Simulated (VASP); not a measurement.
BaTiO3:

```
CELL_PARAMETERS angstrom
2.82737 1.63238 2.31839
-2.82737 1.63238 2.31839
0.00000 -3.26476 2.31839
ATOMIC_POSITIONS crystal
Ba 0.00000 0.00000 0.00000
Ti 0.48450 0.48450 0.48450
O 0.50860 0.50860 0.01750
O 0.01750 0.50860 0.50860
O 0.50860 0.01750 0.50860
```

```yaml
Program: VASP 6.6.1
Task: relaxation of cell and atoms
Functional: PBE
Potentials_or_basis: VASP PAW PBE potentials, release 64 (Ba_sv, Ti_sv, O)
Cutoff: 600 eV
k_mesh: 6 × 6 × 6
Occupations: fermi-dirac, width 0.02 eV
Spin: no spin polarisation
```

At the start: pressure 6.7 GPa; volume 12.84 Å³/atom.

Task: Where does the relaxation end?

Result: Over 17 steps the energy falls by 12.4 meV/atom and the volume is 13.53 Å³/atom (+5.3 %); space group R3m (No. 160, to 0.1 Å) before and after.

The path:
```tsv
step	energy change (eV)	largest force (eV/Å)	pressure (GPa)	volume (Å³)
1	0.0000	0.2068	6.66	64.20
2	0.0055	0.5783	-5.80	69.29
3	-0.0493	0.2130	0.11	66.60
4	-0.0493	0.2054	0.23	66.55
5	-0.0546	0.1713	0.20	66.81
6	-0.0594	0.1474	0.37	67.55
7	-0.0599	0.0930	0.28	67.36
8	-0.0612	0.0576	-0.44	67.76
9	-0.0612	0.0574	-0.46	67.76
10	-0.0619	0.0498	0.04	67.64
11	-0.0619	0.0393	0.00	67.65
12	-0.0620	0.0176	-0.02	67.64
13	-0.0621	0.0057	-0.03	67.64
14	-0.0621	0.0063	-0.02	67.64
15	-0.0621	0.0118	-0.03	67.64
16	-0.0621	0.0077	-0.01	67.64
17	-0.0621	0.0036	0.00	67.63
```

Final structure:
```xyz
5
Lattice="2.8731 1.6588 2.3649 -2.8731 1.6588 2.3649 0.0000 -3.3176 2.3649" Properties=species:S:1:pos:R:3 pbc="T T T"
Ba    0.0000    0.0000    7.0613
Ti    0.0000    0.0000    3.4057
O     0.0000    1.6208    2.4687
O    -1.4036   -0.8104    2.4687
O     1.4036   -0.8104    2.4687
```
